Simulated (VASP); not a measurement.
Crystal: Al3Ga2Sb5.

```xyz
10
Lattice="0.0335 -4.4734 0.0331 4.4092 -0.0335 -0.0280 -2.3205 2.1364 15.3474" Properties=species:S:1:pos:R:3 pbc="T T T"
Al    2.2046   -2.2331   12.2376
Al    2.3303   -2.1753   -0.1114
Al    0.0963    0.0153    2.9416
Ga    2.2200   -2.4131    6.0641
Ga    0.1002   -0.1807    9.3150
Sb    1.9659   -0.2301   10.6791
Sb   -0.3218   -2.4549   13.7927
Sb   -0.0491   -2.1943    1.6358
Sb    2.1978    0.0726    4.7038
Sb   -0.0665   -2.2371    7.8458
```

- Program: VASP 6.6.1
- Task: relaxation of cell and atoms
- Functional: PBE
- Potentials or basis: VASP PAW PBE potentials, release 64 (Al, Ga_d, Sb)
- Cutoff: 600 eV
- k mesh: 4 × 4 × 4
- Occupations: gaussian, width 0.1 eV
- Spin: no spin polarisation

At the start: pressure 2.3 GPa; volume 30.27 Å³/atom.

Q: How do energy, volume and symmetry change on relaxing?

A: Over 24 steps the energy falls by 231.2 meV/atom and the volume is 30.20 Å³/atom (-0.2 %); space group P1 (No. 1, to 0.1 Å) before, I-4m2 (No. 119, to 0.1 Å).

The path:
```tsv
step	energy change (eV)	largest force (eV/Å)	pressure (GPa)	volume (Å³)
1	0.0000	4.3533	2.33	302.72
2	-1.8145	1.1120	-2.33	321.87
3	-1.8475	1.2199	-2.05	318.97
4	-2.1858	0.3196	-0.13	303.13
5	-2.1950	0.3025	0.32	300.27
6	-2.2678	0.2675	0.29	300.27
7	-2.2710	0.3050	0.31	300.25
8	-2.2937	0.1756	-0.11	302.95
9	-2.2948	0.1437	-0.24	303.76
10	-2.2996	0.1033	0.01	302.07
11	-2.2997	0.1134	0.09	301.75
12	-2.3024	0.0775	0.05	301.82
13	-2.3037	0.1005	0.04	301.91
14	-2.3061	0.0764	-0.01	302.23
15	-2.3081	0.0685	-0.11	302.80
16	-2.3097	0.0427	0.03	302.00
17	-2.3098	0.0441	0.07	301.81
18	-2.3103	0.0304	0.00	302.18
19	-2.3103	0.0512	-0.05	302.49
20	-2.3104	0.0422	-0.02	302.37
21	-2.3109	0.0290	-0.05	302.48
22	-2.3110	0.0330	-0.06	302.56
23	-2.3115	0.0267	0.03	302.15
24	-2.3116	0.0248	0.04	302.01
```

Final structure:
```
Al Ga Sb
1.0
    -0.00030   -4.43608   -0.00048
     4.43441    0.00009    0.00175
    -2.21285    2.22050   15.35211
Al Ga Sb
3 2 5
Cartesian
  2.2098 -2.2197 12.2754
  2.2163 -2.2144 0.0068
  0.0119 0.0063 3.0815
  2.2248 -2.2155 6.1445
  -0.0043 -0.0059 9.1978
  2.2134 -0.0043 10.7380
  -0.0061 -2.2145 13.8196
  0.0009 -2.2120 1.5442
  2.2300 0.0044 4.6129
  0.0074 -2.2212 7.6697
```
